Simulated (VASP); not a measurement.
# MgO (I4/mmm) in VASP: a series of runs

Runs on MgO. Level: PBEsol. Tasks: single point.

Everything below comes from runs of VASP 6.6.1. Logs are shortened: lines on timing, memory, paths and dates and some standing lists are left out, and cuts for length are marked.

## Step 1: The cell of the first run

Symmetry: I4/mmm, No. 139, tetragonal system. The conventional cell has a = 2.980 Å, b = 2.980 Å, c = 4.056 Å, α = 90.00°, β = 90.00°, γ = 90.00°. Mg (site symmetry 4/mmm) has 6 O at 2.03 to 2.11 Å within 2.7 Å. O (site symmetry 4/mmm) has 6 Mg at 2.03 to 2.11 Å within 2.7 Å.

## Step 2: Single point, PBEsol (strain -0.0375 x Voigt [0, 1, 0, 0, 0, 0])

The input, INCAR:

```
SYSTEM = MgO
PREC = Accurate ; ENCUT = 520
EDIFF = 1E-6 ; ISMEAR = 0
SIGMA = 0.05 ; LREAL = .FALSE.
LASPH = .TRUE. ; NELM = 60
ALGO = Normal ; ISIF = 2
LWAVE = .FALSE. ; LCHARG = .FALSE.
GGA = PS ; NBANDS = 11
```

The input, KPOINTS:

```
Automatic mesh
0
G
  10 10 10
  0 0 0
```

The input, POSCAR:

```
MgO
1.0
    0.0000000000      2.0280892557      2.1071057202
    2.1071057202      0.0000000000      2.1071057202
    2.1071057202      2.0280892557      0.0000000000
Mg O
1 1
Direct
    0.0000000000      0.0000000000      0.0000000000
    0.5000000000      0.5000000000      0.5000000000
```

Potentials or basis: VASP PAW PBE potentials, release 64 (Mg, O).

On the command line:

```sh
$ cat potpaw_PBE.64/Mg/POTCAR potpaw_PBE.64/O/POTCAR > POTCAR
$ mpirun -np 1 vasp_std > vasp.out
```

OUTCAR:

```text
SYSTEM = MgO
   PREC = Accurate
   ENCUT = 520
   EDIFF = 1E-6
   ISMEAR = 0
   LREAL = .FALSE.
   LASPH = .TRUE.
   NELM = 60
   ISIF = 2
   GGA = PS

 ion  position               nearest neighbor table
   1  0.000  0.000  0.000-   2 2.03   2 2.03   2 2.11   2 2.11   2 2.11   2 2.11
   2  0.500  0.500  0.500-   1 2.03   1 2.03   1 2.11   1 2.11   1 2.11   1 2.11

  LATTYP: Found a body centered tetragonal cell.
 ALAT       =     2.9798974869
 C/A-ratio  =     1.3611805538

  Lattice vectors:

 A1 = (   0.0000000000,  -2.0280892557,   2.1071057202)
 A2 = (   0.0000000000,  -2.0280892557,  -2.1071057202)
 A3 = (   2.1071057202,   2.0280892557,   0.0000000000)

Analysis of symmetry for initial positions (statically):
=====================================================================
 Subroutine PRICEL returns:
 Original cell was already a primitive cell.

 Routine SETGRP: Setting up the symmetry group for a
 body centered tetragonal supercell.

 Subroutine GETGRP returns: Found 16 space group operations
 (whereof 16 operations were pure point group operations)
 out of a pool of 16 trial point group operations.

The static configuration has the point symmetry D_4h.

Analysis of symmetry for dynamics (positions and initial velocities):
=====================================================================
 Subroutine PRICEL returns:
 Original cell was already a primitive cell.

 Routine SETGRP: Setting up the symmetry group for a
 body centered tetragonal supercell.

 Subroutine GETGRP returns: Found 16 space group operations
 (whereof 16 operations were pure point group operations)
 out of a pool of 16 trial point group operations.

The dynamic configuration has the point symmetry D_4h.

 Subroutine INISYM returns: Found 16 space group operations
 (whereof 16 operations are pure point group operations),
 and found     1 'primitive' translations

----------------------------------------------------------------------------------------

                                     Primitive cell

  volume of cell :      18.0090

  direct lattice vectors                    reciprocal lattice vectors
     0.000000000  2.028089256  2.107105720    -0.237292318  0.246537473  0.237292318
     2.107105720  0.000000000  2.107105720     0.237292318 -0.246537473  0.237292318
     2.107105720  2.028089256  0.000000000     0.237292318  0.246537473 -0.237292318

  length of vectors
     2.924558179  2.979897487  2.924558179     0.416408470  0.416408470  0.416408470

  position of ions in fractional coordinates (direct lattice)
     0.000000000  0.000000000  0.000000000
     0.500000000  0.500000000  0.500000000

  ion indices of the primitive-cell ions
   primitive index   ion index
                 1           1
                 2           2

----------------------------------------------------------------------------------------

 KPOINTS: Automatic mesh

Automatic generation of k-mesh.
 Grid dimensions read from file:
 generate k-points for:   10   10   10

 Generating k-lattice:

  Cartesian coordinates                     Fractional coordinates (reciprocal lattice)
    -0.023729232  0.024653747  0.023729232     0.100000000  0.000000000 -0.000000000
     0.023729232 -0.024653747  0.023729232     0.000000000  0.100000000  0.000000000
     0.023729232  0.024653747 -0.023729232    -0.000000000  0.000000000  0.100000000

  Length of vectors
     0.041640847  0.041640847  0.041640847

  Shift w.r.t. Gamma in fractional coordinates (k-lattice)
     0.000000000  0.000000000  0.000000000

 Subroutine IBZKPT returns following result:
 ===========================================

 Found    102 irreducible k-points:

 Following reciprocal coordinates:
            Coordinates               Weight
  0.000000  0.000000  0.000000      1.000000
  0.100000  0.000000  0.000000      8.000000
  0.200000  0.000000  0.000000      8.000000
  0.300000  0.000000  0.000000      8.000000
  0.400000  0.000000  0.000000      8.000000
  0.500000  0.000000  0.000000      4.000000
[... 16 lines left out ...]
  0.300000  0.300000  0.000000      4.000000
  0.400000  0.300000 -0.000000     16.000000
 [... further k-points ...]
   k-points           NKPTS =    102   k-points in BZ     NKDIM =    102   number of bands    NBANDS=     11
   number of dos      NEDOS =    301   number of ions     NIONS =      2
   total plane-waves  NPLWV =  13824
   dimension x,y,z NGX =    24 NGY =   24 NGZ =   24
   dimension x,y,z NGXF=    48 NGYF=   48 NGZF=   48
   ions per type =               1   1
   NGX,Y,Z   is equivalent  to a cutoff of  13.64, 13.39, 13.64 a.u.
   NGXF,Y,Z  is equivalent  to a cutoff of  27.29, 26.78, 27.29 a.u.
 SYSTEM =  MgO
   PREC   = accura    normal or accurate (medium, high low for compatibility)
   ISTART =      0    job   : 0-new  1-cont  2-samecut
   ICHARG =      2    charge: 1-file 2-atom 10-const
   ISPIN  =      1    spin polarized calculation?
   LNONCOLLINEAR =      F non collinear calculations
   LSORBIT =      F    spin-orbit coupling
   LASPH  =      T    aspherical Exc in radial PAW
   ENCUT  =  520.0 eV  38.22 Ry    6.18 a.u.   5.44  5.54  5.44*2*pi/ulx,y,z
   NELM   =     60;   NELMIN=  2; NELMDL= -5     # of ELM steps
   EDIFF  = 0.1E-05   stopping-criterion for ELM
   LREAL  =      F    real-space projection
   EDIFFG = 0.1E-04   stopping-criterion for IOM
   NSW    =      0    number of steps for IOM
   IBRION =     -1    ionic relax: 0-MD 1-quasi-New 2-CG
   NFREE  =      0    steps in history (QN), initial steepest desc. (CG)
   ISIF   =      2    stress and relaxation
   ISYM   =      2    0-nonsym 1-usesym 2-fastsym
   POTIM  = 0.5000    time-step for ionic-motion
   TEBEG  =    0.0;   TEEND  =   0.0 temperature during run
   PSTRESS=    0.0 pullay stress
   NELECT =       8.0000    total number of electrons
   NUPDOWN=      -1.0000    fix difference up-down
   EMIN   =  10.00;   EMAX   =-10.00  energy-range for DOS
   EFERMI =   0.00;   METHOD = LEGACY
   ISMEAR =     0;   SIGMA  =   0.05  broadening in eV -4-tet -1-fermi 0-gaus
   EFERMI_NEDOS =   21; number of points for ismear=-14 and -15
   IALGO  =     38    algorithm
   IMIX   =      4    mixing-type and parameters
     AMIX     =   0.40;   BMIX     =  1.00
     AMIX_MAG =   1.60;   BMIX_MAG =  1.00
  volume/ion in A,a.u.               =       9.00        60.77
  Fermi-wavevector in a.u.,A,eV,Ry     =   1.249132  2.360517 21.229581  1.560330
  Thomas-Fermi vector in A             =   2.383186
   LORBIT       =      0    0 simple, 1 ext, 2 COOP (PROOUT), +10 PAW based schemes
   GGA     = PS    functional components
   LHFCALC =     F    Hartree Fock is set to
   AEXX    =    0.0000 exact exchange contribution
   IVDW    =     0    specifies the selected vdW correction
   LEPSILON=     F    determine dielectric tensor
   LRPA    =     F    only Hartree local field effects (RPA)
 non-spin polarized calculation
 Gauss-broadening in eV      SIGMA  =   0.05
  energy-cutoff  :      520.00
  volume of cell :       18.01
 maximum number of plane-waves:       515
 NGX is ok and might be reduce to    24
   NGX = 11   NGY = 11   NGZ = 11

 number of electron       8.0000002 magnetization

 Free energy of the ion-electron system (eV)
  ---------------------------------------------------
  ext. energy  EPLUGINS =         0.00000000
  ---------------------------------------------------
  free energy    TOTEN  =       -12.48533639 eV

  energy without entropy =      -12.48533639  energy(sigma->0) =      -12.48533639

 E-fermi :   3.5961     XC(G=0): -11.4869

 val. band max:        3.3731763657   @ k =   0.0000   0.0000   0.0000
 cond. band min:       8.3309884813   @ k =   0.0000   0.0000   0.0000
 fundamental gap:      4.9578121155
 Fermi energy:         3.5961075434

 k-point     1 :       0.0000    0.0000    0.0000
  band No.  band energies     occupation
      1     -14.0563      2.00000
      2       3.2883      2.00000
      3       3.3732      2.00000
      4       3.3732      2.00000
      5       8.3310      0.00000
      6      19.0617      0.00000
      7      19.0617      0.00000
      8      19.4748      0.00000
      9      23.1431      0.00000
     10      24.4128      0.00000
     11      25.7303      0.00000

 k-point     2 :       0.1000    0.0000    0.0000
  band No.  band energies     occupation
      1     -13.9414      2.00000
      2       2.6713      2.00000
      3       3.2540      2.00000
      4       3.2917      2.00000
      5       8.9606      0.00000
      6      17.9177      0.00000
      7      19.3061      0.00000
      8      19.6008      0.00000
      9      23.8177      0.00000
     10      24.8163      0.00000
     11      25.0283      0.00000

 k-point     3 :       0.2000    0.0000    0.0000
  band No.  band energies     occupation
      1     -13.6246      2.00000
      2       1.2988      2.00000
      3       3.0850      2.00000
      4       3.0864      2.00000
      5      10.1477      0.00000
      6      16.4218      0.00000
      7      19.7659      0.00000
      8      20.1992      0.00000
      9      23.2954      0.00000
     10      24.1043      0.00000
     11      26.1051      0.00000

 k-point     4 :       0.3000    0.0000    0.0000
  band No.  band energies     occupation
      1     -13.1940      2.00000
      2      -0.0912      2.00000
      3       2.8468      2.00000
      4       2.8876      2.00000
      5      11.0221      0.00000
      6      15.8253      0.00000
      7      19.8190      0.00000
      8      20.5577      0.00000
      9      23.9212      0.00000
     10      24.3011      0.00000
     11      25.5601      0.00000

 k-point     5 :       0.4000    0.0000    0.0000
  band No.  band energies     occupation
      1     -12.8047      2.00000
      2      -1.1165      2.00000
      3       2.6629      2.00000
      4       2.7348      2.00000
      5      11.2944      0.00000
      6      16.0358      0.00000
      7      19.5847      0.00000
      8      20.4763      0.00000
      9      24.8146      0.00000
     10      25.2659      0.00000
     11      25.6441      0.00000
[... 211 lines left out ...]
 k-point    21 :      -0.3000    0.2000   -0.0000
  band No.  band energies     occupation
      1     -12.7121      2.00000
      2      -0.5362      2.00000
      3       1.4195      2.00000
      4       2.6580      2.00000
      5      12.8090      0.00000
      6      15.3040      0.00000
      7      17.8433      0.00000
      8      21.2397      0.00000
      9      23.8962      0.00000
     10      24.8057      0.00000
     11      28.7371      0.00000

 k-point    22 :      -0.2000    0.2000    0.0000
  band No.  band energies     occupation
      1     -13.0553      2.00000
      2       0.0665      2.00000
      3       1.9373      2.00000
      4       2.8680      2.00000
      5      12.0382      0.00000
      6      15.1912      0.00000
      7      18.7306      0.00000
      8      21.7400      0.00000
      9      22.0317      0.00000
     10      25.0024      0.00000
     11      28.4254      0.00000

 k-point    23 :       0.3000    0.3000    0.0000
  band No.  band energies     occupation
      1     -13.0053      2.00000
      2       0.0428      2.00000
      3       2.2996      2.00000
      4       2.4939      2.00000
      5      12.4970      0.00000
      6      13.7655      0.00000
      7      17.8541      0.00000
      8      21.5122      0.00000
      9      21.9137      0.00000
     10      27.9614      0.00000
     11      31.1936      0.00000

 k-point    24 :       0.4000    0.3000   -0.0000
  band No.  band energies     occupation
      1     -12.7343      2.00000
      2      -0.4183      2.00000
      3       1.9689      2.00000
      4       2.2801      2.00000
      5      13.1556      0.00000
      6      13.6158      0.00000
      7      17.0482      0.00000
      8      21.8341      0.00000
      9      22.3909      0.00000
     10      28.6609      0.00000
     11      30.8318      0.00000

 [... further k-points ...]
[... 5 lines left out ...]
  --------------------------------------------------------------------------------------
  -------------------------------------------------------------------------------------
  Total        0.3546081      1.5195796      0.3546081      0.0000000     -0.0000000      0.0000000
  in kB       31.5478332    135.1899285     31.5478332      0.0000000     -0.0000000      0.0000000
  external PRESSURE =      66.0951983 kB  Pullay stress =       0.0000000 kB

 VOLUME and BASIS-vectors are now :
 -----------------------------------------------------------------------------
  energy-cutoff  :      520.00
  volume of cell :       18.01
      direct lattice vectors                 reciprocal lattice vectors
     0.000000000  2.028089256  2.107105720    -0.237292318  0.246537473  0.237292318
     2.107105720  0.000000000  2.107105720     0.237292318 -0.246537473  0.237292318
     2.107105720  2.028089256  0.000000000     0.237292318  0.246537473 -0.237292318

 POSITION                                       TOTAL-FORCE (eV/Angst)
 -----------------------------------------------------------------------------------
      0.00000      0.00000      0.00000         0.000000     -0.000000     -0.000000
      2.10711      2.02809      2.10711         0.000000      0.000000      0.000000
 -----------------------------------------------------------------------------------
    total drift:                               -0.000000     -0.000000      0.000000

  FREE ENERGIE OF THE ION-ELECTRON SYSTEM (eV)
  ---------------------------------------------------
  free  energy   TOTEN  =       -12.4853363853 eV

  energy  without entropy=      -12.4853363853  energy(sigma->0) =      -12.48533639
```

It took 8.6 s on 1 thread of Intel Xeon 6975P-C (Granite Rapids), shared host; peak memory 0.15 GiB.

Results:

```yaml
Free_energy: -12.4853 eV
Pressure: 6.6 GPa
Band_gap_on_the_k_mesh: 4.96 eV, direct
```

Stress tensor (GPa, compression positive):
```
 3.15  0.00  0.00
 0.00 13.52  0.00
 0.00  0.00  3.15
```

Caveat: the cell differs from its parent crystal (strain -0.0375 x Voigt [0, 1, 0, 0, 0, 0]); the PAW data sets were made with another functional, which shifts forces and pressure a little.

[end of part 1 of 2]
